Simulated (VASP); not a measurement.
A run of VASP 6.6.1:

Contents of INCAR:

```
  ALGO = Normal
  EDIFF = 1E-6
  ENCUT = 1000
  GGA = CA
  GGA_COMPAT = F
  ISIF = 2
  ISMEAR = -1
  ISPIN = 2
  LASPH = T
  LCHARG = F
  LORBIT = 11
  LREAL = Auto
  LWAVE = F
  MAGMOM = 1 1 1 1 1 1 1 1 1 1 1 1 1 1 1 1
  NBANDS = 66
  NELM = 200
  PREC = Accurate
  SIGMA = 0.02
```

KPOINTS

```
k-points
0
Gamma
  1 1 1
```

POSCAR

```
O
1.0
    7.2176520000      0.0000000000      0.0000000000
    0.0000000000      7.2176520000      0.0000000000
    0.0000000000      0.0000000000      7.2176520000
O
16
Direct
    0.0860840614      0.6224982861      0.1230649165
    0.2319194848      0.5443678516      0.1066734345
    0.3084393563      0.7463030527      0.7324666496
    0.1579645873      0.7952497749      0.6793928123
    0.3349421978      0.1633169129      0.6709812932
    0.4590637173      0.2712014215      0.6994687986
    0.8470981916      0.3420349587      0.9130269166
    0.8697516369      0.3277894714      0.7486670558
    0.7497835304      0.0655327697      0.3913409549
    0.5962717531      0.0989002351      0.3351751952
    0.6419569135      0.7328367684      0.9941582388
    0.6944608708      0.7133263916      0.8372116480
    0.2741978224     -0.0038170948      0.0738453321
    0.1573446067      0.1144858721      0.0633874366
    0.5753347852      0.6736068868      0.3960418091
    0.6468428844      0.5247986412      0.4159036082
```

Potentials or basis: VASP PAW LDA potentials, release 64 (O_h).

Run with:

```bash
$ cat potpaw_LDA.64/O_h/POTCAR > POTCAR
$ mpirun -np 1 vasp_gam > vasp.out
```

Hardware: 1 thread of Intel(R) Xeon(R) Platinum 8259CL CPU @ 2.50GHz (Skylake/Cascade Lake), with other jobs on the host.

Task: How long does it take, and how much memory?

Result: Wall time 3.2 min on 1 thread of Intel(R) Xeon(R) Platinum 8259CL CPU @ 2.50GHz (Skylake/Cascade Lake) (shared host), peak memory 0.77 GiB. Counts: scf iterations 17, k points 1.
